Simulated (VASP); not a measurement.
# AgCl (R-3m) in VASP: further runs

The runs below take AgCl through single point, with PBEsol.

Program: VASP 6.6.1. These are calculated values, not measurements. Logs are shortened: lines on timing, memory, paths and dates and some standing lists are left out, and cuts for length are marked.

## Step 1: The cell of the first run

Symmetry: R-3m, No. 166, trigonal system. The conventional cell has a = 4.501 Å, b = 4.501 Å, c = 5.815 Å, α = 90.00°, β = 90.00°, γ = 120.00°. Ag (site symmetry -3m) has 8 Cl at 2.77 to 2.91 Å and 6 Ag at 3.24 Å within 3.7 Å. Within 3.7 Å of Cl (site symmetry -3m) lie 8 Ag at 2.77 to 2.91 Å and 6 Cl at 3.24 Å.

## Step 2: Single point, PBEsol

Input file INCAR:

```
SYSTEM = AgCl
PREC = Accurate
ENCUT = 520
EDIFF = 1E-7
ISMEAR = 0
SIGMA = 0.05
LREAL = .False.
LASPH = .True.
NELM = 80
ALGO = Normal
ISIF = 2
LWAVE = .False.
LCHARG = .True.
GGA = PS
LELF = .True.
LVHAR = .True.
NBANDS = 16
```

Input file KPOINTS:

```
regular mesh
0
Gamma
  12 12 12
  0 0 0
```

Input file POSCAR:

```
AgCl
1.0
    3.2409003445      0.0582426361      0.0582426361
    0.0582426361      3.2409003445      0.0582426361
    0.0582426361      0.0582426361      3.2409003445
Ag Cl
1 1
Direct
    0.0000000000      0.0000000000      0.0000000000
    0.5000000000      0.5000000000      0.5000000000
```

Potentials or basis: VASP PAW PBE potentials, release 64 (Ag, Cl).

The run is started by

```sh
cat potpaw_PBE.64/Ag/POTCAR potpaw_PBE.64/Cl/POTCAR > POTCAR
mpirun -np 1 vasp_std > vasp.out
```

OUTCAR:

```text
SYSTEM = AgCl
   PREC = Accurate
   ENCUT = 520
   EDIFF = 1E-7
   ISMEAR = 0
   LREAL = .False.
   LASPH = .True.
   NELM = 80
   ISIF = 2
   GGA = PS

 ion  position               nearest neighbor table
   1  0.000  0.000  0.000-   2 2.77   2 2.77   2 2.77   2 2.77   2 2.77   2 2.77   2 2.91   2 2.91

   2  0.500  0.500  0.500-   1 2.77   1 2.77   1 2.77   1 2.77   1 2.77   1 2.77   1 2.91   1 2.91

  LATTYP: Found a trigonal (rhomboedric) cell.
 ALAT       =     3.2419468614
 COS(alpha) =     0.0362418088

  Lattice vectors:

 A1 = (   3.2409003445,   0.0582426361,   0.0582426361)
 A2 = (   0.0582426361,   3.2409003445,   0.0582426361)
 A3 = (   0.0582426361,   0.0582426361,   3.2409003445)

Analysis of symmetry for initial positions (statically):
=====================================================================
 Subroutine PRICEL returns:
 Original cell was already a primitive cell.

 Routine SETGRP: Setting up the symmetry group for a
 trigonal (rhombohedral) supercell.

 Subroutine GETGRP returns: Found 12 space group operations
 (whereof 12 operations were pure point group operations)
 out of a pool of 12 trial point group operations.

The static configuration has the point symmetry D_3d.

Analysis of symmetry for dynamics (positions and initial velocities):
=====================================================================
 Subroutine PRICEL returns:
 Original cell was already a primitive cell.

 Routine SETGRP: Setting up the symmetry group for a
 trigonal (rhombohedral) supercell.

 Subroutine GETGRP returns: Found 12 space group operations
 (whereof 12 operations were pure point group operations)
 out of a pool of 12 trial point group operations.

The dynamic configuration has the point symmetry D_3d.

 Subroutine INISYM returns: Found 12 space group operations
 (whereof 12 operations are pure point group operations),
 and found     1 'primitive' translations

----------------------------------------------------------------------------------------

                                     Primitive cell

  volume of cell :      34.0080

  direct lattice vectors                    reciprocal lattice vectors
     3.240900344  0.058242636  0.058242636     0.308752142 -0.005450670 -0.005450670
     0.058242636  3.240900344  0.058242636    -0.005450670  0.308752142 -0.005450670
     0.058242636  0.058242636  3.240900344    -0.005450670 -0.005450670  0.308752142

  length of vectors
     3.241946861  3.241946861  3.241946861     0.308848352  0.308848352  0.308848352

  position of ions in fractional coordinates (direct lattice)
     0.000000000  0.000000000  0.000000000
     0.500000000  0.500000000  0.500000000

  ion indices of the primitive-cell ions
   primitive index   ion index
                 1           1
                 2           2

----------------------------------------------------------------------------------------

 KPOINTS: regular mesh

Automatic generation of k-mesh.
 Grid dimensions read from file:
 generate k-points for:   12   12   12

 Generating k-lattice:

  Cartesian coordinates                     Fractional coordinates (reciprocal lattice)
     0.025729345 -0.000454222 -0.000454222     0.083333333  0.000000000  0.000000000
    -0.000454222  0.025729345 -0.000454222     0.000000000  0.083333333  0.000000000
    -0.000454222 -0.000454222  0.025729345     0.000000000  0.000000000  0.083333333

  Length of vectors
     0.025737363  0.025737363  0.025737363

  Shift w.r.t. Gamma in fractional coordinates (k-lattice)
     0.000000000  0.000000000  0.000000000

 Subroutine IBZKPT returns following result:
 ===========================================

 Found    189 irreducible k-points:

 Following reciprocal coordinates:
            Coordinates               Weight
  0.000000  0.000000  0.000000      1.000000
  0.083333  0.000000  0.000000      6.000000
  0.166667  0.000000  0.000000      6.000000
  0.250000  0.000000  0.000000      6.000000
  0.333333  0.000000  0.000000      6.000000
  0.416667  0.000000  0.000000      6.000000
[... 16 lines left out ...]
  0.500000  0.166667  0.000000     12.000000
 -0.416667  0.166667 -0.000000     12.000000
 [... further k-points ...]
   k-points           NKPTS =    189   k-points in BZ     NKDIM =    189   number of bands    NBANDS=     16
   number of dos      NEDOS =    301   number of ions     NIONS =      2
   total plane-waves  NPLWV =  13824
   dimension x,y,z NGX =    24 NGY =   24 NGZ =   24
   dimension x,y,z NGXF=    48 NGYF=   48 NGZF=   48
   ions per type =               1   1
   NGX,Y,Z   is equivalent  to a cutoff of  12.31, 12.31, 12.31 a.u.
   NGXF,Y,Z  is equivalent  to a cutoff of  24.61, 24.61, 24.61 a.u.
 SYSTEM =  AgCl
   PREC   = accura    normal or accurate (medium, high low for compatibility)
   ISTART =      0    job   : 0-new  1-cont  2-samecut
   ICHARG =      2    charge: 1-file 2-atom 10-const
   ISPIN  =      1    spin polarized calculation?
   LNONCOLLINEAR =      F non collinear calculations
   LSORBIT =      F    spin-orbit coupling
   LASPH  =      T    aspherical Exc in radial PAW
   ENCUT  =  520.0 eV  38.22 Ry    6.18 a.u.   6.03  6.03  6.03*2*pi/ulx,y,z
   NELM   =     80;   NELMIN=  2; NELMDL= -5     # of ELM steps
   EDIFF  = 0.1E-06   stopping-criterion for ELM
   LREAL  =      F    real-space projection
   EDIFFG = 0.1E-05   stopping-criterion for IOM
   NSW    =      0    number of steps for IOM
   IBRION =     -1    ionic relax: 0-MD 1-quasi-New 2-CG
   NFREE  =      0    steps in history (QN), initial steepest desc. (CG)
   ISIF   =      2    stress and relaxation
   ISYM   =      2    0-nonsym 1-usesym 2-fastsym
   POTIM  = 0.5000    time-step for ionic-motion
   TEBEG  =    0.0;   TEEND  =   0.0 temperature during run
   PSTRESS=    0.0 pullay stress
   NELECT =      18.0000    total number of electrons
   NUPDOWN=      -1.0000    fix difference up-down
   EMIN   =  10.00;   EMAX   =-10.00  energy-range for DOS
   EFERMI =   0.00;   METHOD = LEGACY
   ISMEAR =     0;   SIGMA  =   0.05  broadening in eV -4-tet -1-fermi 0-gaus
   EFERMI_NEDOS =   21; number of points for ismear=-14 and -15
   IALGO  =     38    algorithm
   IMIX   =      4    mixing-type and parameters
     AMIX     =   0.40;   BMIX     =  1.00
     AMIX_MAG =   1.60;   BMIX_MAG =  1.00
  volume/ion in A,a.u.               =      17.00       114.75
  Fermi-wavevector in a.u.,A,eV,Ry     =   1.324256  2.502481 23.859913  1.753654
  Thomas-Fermi vector in A             =   2.453804
   LORBIT       =      0    0 simple, 1 ext, 2 COOP (PROOUT), +10 PAW based schemes
   GGA     = PS    functional components
   LHFCALC =     F    Hartree Fock is set to
   AEXX    =    0.0000 exact exchange contribution
   IVDW    =     0    specifies the selected vdW correction
   LEPSILON=     F    determine dielectric tensor
   LRPA    =     F    only Hartree local field effects (RPA)
 non-spin polarized calculation
 Gauss-broadening in eV      SIGMA  =   0.05
  energy-cutoff  :      520.00
  volume of cell :       34.01
 maximum number of plane-waves:       938
   NGX = 13   NGY = 13   NGZ = 13

 number of electron      17.9999994 magnetization

 Free energy of the ion-electron system (eV)
  ---------------------------------------------------
  ext. energy  EPLUGINS =         0.00000000
  ---------------------------------------------------
  free energy    TOTEN  =        -5.76808305 eV

  energy without entropy =       -5.76808305  energy(sigma->0) =       -5.76808305

 E-fermi :   6.5504     XC(G=0): -11.5637

 val. band max:        6.3318300059   @ k =   0.5000   0.0000   0.0000
 cond. band min:       6.7437376097   @ k =   0.0000   0.0000   0.0000
 fundamental gap:      0.4119076038
 Fermi energy:         6.5504115834

 k-point     1 :       0.0000    0.0000    0.0000
  band No.  band energies     occupation
      1      -9.6305      2.00000
      2       2.5383      2.00000
      3       2.5383      2.00000
      4       3.8732      2.00000
      5       3.8732      2.00000
      6       3.9529      2.00000
[... 8 lines left out ...]
     15      21.3605      0.00000
     16      22.8614      0.00000

 k-point     2 :       0.0833    0.0000    0.0000
  band No.  band energies     occupation
      1      -9.5867      2.00000
      2       2.4285      2.00000
      3       2.5522      2.00000
      4       3.4442      2.00000
      5       3.5911      2.00000
      6       3.7462      2.00000
[... 8 lines left out ...]
     15      20.9795      0.00000
     16      22.8718      0.00000

 k-point     3 :       0.1667    0.0000    0.0000
  band No.  band energies     occupation
      1      -9.4627      2.00000
      2       1.8784      2.00000
      3       2.5865      2.00000
      4       3.0432      2.00000
      5       3.2510      2.00000
      6       3.5654      2.00000
[... 8 lines left out ...]
     15      20.3600      0.00000
     16      22.7330      0.00000

 k-point     4 :       0.2500    0.0000    0.0000
  band No.  band energies     occupation
      1      -9.2824      2.00000
      2       1.0301      2.00000
      3       2.5836      2.00000
      4       2.7699      2.00000
      5       2.9612      2.00000
      6       3.7496      2.00000
[... 8 lines left out ...]
     15      20.4972      0.00000
     16      22.5459      0.00000

 k-point     5 :       0.3333    0.0000    0.0000
  band No.  band energies     occupation
      1      -9.0869      2.00000
      2       0.2536      2.00000
      3       2.4093      2.00000
      4       2.7414      2.00000
      5       2.7556      2.00000
      6       3.9403      2.00000
[... 8 lines left out ...]
     15      21.7466      0.00000
     16      22.3666      0.00000

 k-point     6 :       0.4167    0.0000    0.0000
  band No.  band energies     occupation
      1      -8.9322      2.00000
      2      -0.2760      2.00000
      3       2.2650      2.00000
      4       2.6049      2.00000
      5       2.7917      2.00000
      6       3.9642      2.00000
[... 8 lines left out ...]
     15      22.2332      0.00000
     16      22.9554      0.00000

 k-point     7 :       0.5000    0.0000    0.0000
  band No.  band energies     occupation
      1      -8.8727      2.00000
      2      -0.4638      2.00000
      3       2.2148      2.00000
      4       2.5586      2.00000
      5       2.8068      2.00000
      6       3.9702      2.00000
[... 8 lines left out ...]
     15      22.1870      0.00000
     16      22.8223      0.00000

 k-point     8 :       0.0833    0.0833    0.0000
  band No.  band energies     occupation
      1      -9.5466      2.00000
      2       2.4440      2.00000
      3       2.4962      2.00000
      4       3.1016      2.00000
      5       3.5233      2.00000
      6       3.8338      2.00000
[... 8 lines left out ...]
     15      21.2282      0.00000
     16      22.5797      0.00000

 k-point     9 :       0.1667    0.0833    0.0000
  band No.  band energies     occupation
      1      -9.4275      2.00000
      2       1.9324      2.00000
      3       2.5278      2.00000
      4       2.8607      2.00000
      5       3.2669      2.00000
      6       3.7634      2.00000
[... 8 lines left out ...]
     15      20.9038      0.00000
     16      22.3422      0.00000
[... 172 lines left out ...]
 k-point    19 :       0.1667    0.1667    0.0000
  band No.  band energies     occupation
      1      -9.3176      2.00000
      2       1.8528      2.00000
      3       2.2015      2.00000
      4       2.8126      2.00000
      5       3.2137      2.00000
      6       3.7608      2.00000
[... 8 lines left out ...]
     15      20.9590      0.00000
     16      21.8596      0.00000

 k-point    20 :       0.2500    0.1667    0.0000
  band No.  band energies     occupation
      1      -9.1544      2.00000
      2       1.2163      2.00000
      3       2.2067      2.00000
      4       2.7800      2.00000
      5       3.1104      2.00000
      6       3.7588      2.00000
[... 8 lines left out ...]
     15      21.0063      0.00000
     16      21.6246      0.00000

 k-point    21 :       0.3333    0.1667    0.0000
  band No.  band energies     occupation
      1      -8.9756      2.00000
      2       0.5399      2.00000
      3       2.2117      2.00000
      4       2.7132      2.00000
      5       2.9940      2.00000
      6       3.7982      2.00000
[... 8 lines left out ...]
     15      21.5092      0.00000
     16      21.8857      0.00000

 k-point    22 :       0.4167    0.1667    0.0000
  band No.  band energies     occupation
      1      -8.8316      2.00000
      2       0.0517      2.00000
      3       2.1635      2.00000
      4       2.6591      2.00000
      5       2.9282      2.00000
      6       3.8309      2.00000
[... 8 lines left out ...]
     15      21.5099      0.00000
     16      23.3410      0.00000

 k-point    23 :       0.5000    0.1667    0.0000
  band No.  band energies     occupation
      1      -8.7713      2.00000
      2      -0.1409      2.00000
      3       2.1198      2.00000
      4       2.6219      2.00000
      5       2.9235      2.00000
      6       3.8382      2.00000
[... 8 lines left out ...]
     15      21.4333      0.00000
     16      23.6558      0.00000

 k-point    24 :      -0.4167    0.1667   -0.0000
  band No.  band energies     occupation
      1      -8.8179      2.00000
      2       0.0008      2.00000
      3       2.1058      2.00000
      4       2.6304      2.00000
      5       2.9436      2.00000
      6       3.8220      2.00000
[... 8 lines left out ...]
     15      21.3135      0.00000
     16      23.1925      0.00000

 [... further k-points ...]
[... 5 lines left out ...]
  --------------------------------------------------------------------------------------
  -------------------------------------------------------------------------------------
  Total        1.4247203      1.4247203      1.4247203      0.0615882      0.0615882      0.0615882
  in kB       67.1211046     67.1211046     67.1211046      2.9015308      2.9015308      2.9015308
  external PRESSURE =      67.1211046 kB  Pullay stress =       0.0000000 kB

 VOLUME and BASIS-vectors are now :
 -----------------------------------------------------------------------------
  energy-cutoff  :      520.00
  volume of cell :       34.01
      direct lattice vectors                 reciprocal lattice vectors
     3.240900344  0.058242636  0.058242636     0.308752142 -0.005450670 -0.005450670
     0.058242636  3.240900344  0.058242636    -0.005450670  0.308752142 -0.005450670
     0.058242636  0.058242636  3.240900344    -0.005450670 -0.005450670  0.308752142

 POSITION                                       TOTAL-FORCE (eV/Angst)
 -----------------------------------------------------------------------------------
      0.00000      0.00000      0.00000         0.000000      0.000000      0.000000
      1.67869      1.67869      1.67869        -0.000000     -0.000000      0.000000
 -----------------------------------------------------------------------------------
    total drift:                               -0.000000      0.000000     -0.000000

  FREE ENERGIE OF THE ION-ELECTRON SYSTEM (eV)
  ---------------------------------------------------
  free  energy   TOTEN  =        -5.7680830527 eV

  energy  without entropy=       -5.7680830527  energy(sigma->0) =       -5.76808305
```

It took 34 s on 1 thread of Intel Xeon Platinum 8488C (Sapphire Rapids), shared host; peak memory 0.21 GiB.

What came out:

| Quantity | Value |
| --- | --- |
| Free energy | -5.7681 eV |
| Pressure | 6.7 GPa |
| Band gap on the k mesh | 0.41 eV, indirect (least direct gap 2.52 eV) |

Caveat: the PAW data sets were made with another functional, which shifts forces and pressure a little.

## Step 3: Single point, PBEsol

This run uses another cell than the first one, of 18.98 Å³/atom, 1.116 times its volume.

Input file INCAR:

```
PREC = Accurate ; ENCUT = 520
EDIFF = 1E-6 ; ISMEAR = 0
SIGMA = 0.05 ; LREAL = F
LASPH = T ; NELM = 80
ALGO = Normal ; ISIF = 2
LWAVE = F ; LCHARG = T
GGA = PS ; LELF = T
LVHAR = T ; NBANDS = 16
```

Input file KPOINTS:

```
regular mesh
0
Gamma
  12 12 12
```

Input file POSCAR:

```
AgCl
1.0
    3.3615732030      0.0604112635      0.0604112635
    0.0604112635      3.3615732030      0.0604112635
    0.0604112635      0.0604112635      3.3615732030
Ag Cl
1 1
Direct
    0.0000000000      0.0000000000      0.0000000000
    0.5000000000      0.5000000000      0.5000000000
```

Potentials or basis: VASP PAW PBE potentials, release 64 (Ag, Cl).

The run is started by

```sh
cat potpaw_PBE.64/Ag/POTCAR potpaw_PBE.64/Cl/POTCAR > POTCAR
mpirun -np 1 vasp_std > vasp.out
```

Wall time 1.7 min (1 thread of Intel Xeon Platinum 8488C (Sapphire Rapids), shared host); peak memory 0.24 GiB.

The run converged. Its results:

* Free energy: -5.8219 eV
* Pressure: -1.6 GPa
* Band gap on the k mesh: 0.34 eV, indirect (least direct gap 2.04 eV)

Stress tensor (GPa, compression positive):
```
-1.61  0.47  0.47
 0.47 -1.61  0.47
 0.47  0.47 -1.61
```

Levels at points of the mesh, in eV from the valence-band top:
```csv
k point,band 5,band 6,band 7,band 8,band 9,band 10,band 11,band 12,band 13,band 14
"(0.00, 0.00, 0.00)",-2.09,-2.04,-1.94,-1.94,-1.70,0.34,9.12,9.12,13.37,14.11
"(0.50, 0.00, 0.00)",-2.96,-2.02,-1.64,-0.23,0.00,4.62,5.64,8.81,9.79,9.90
"(0.50, 0.50, 0.00)",-2.43,-2.41,-2.36,-1.72,-1.16,2.51,8.73,9.13,10.37,13.53
"(0.50, 0.50, 0.50)",-1.70,-1.70,-0.47,-0.20,-0.20,3.99,4.46,4.46,6.87,17.29
```

Caveat: the PAW data sets were made with another functional, which shifts forces and pressure a little.
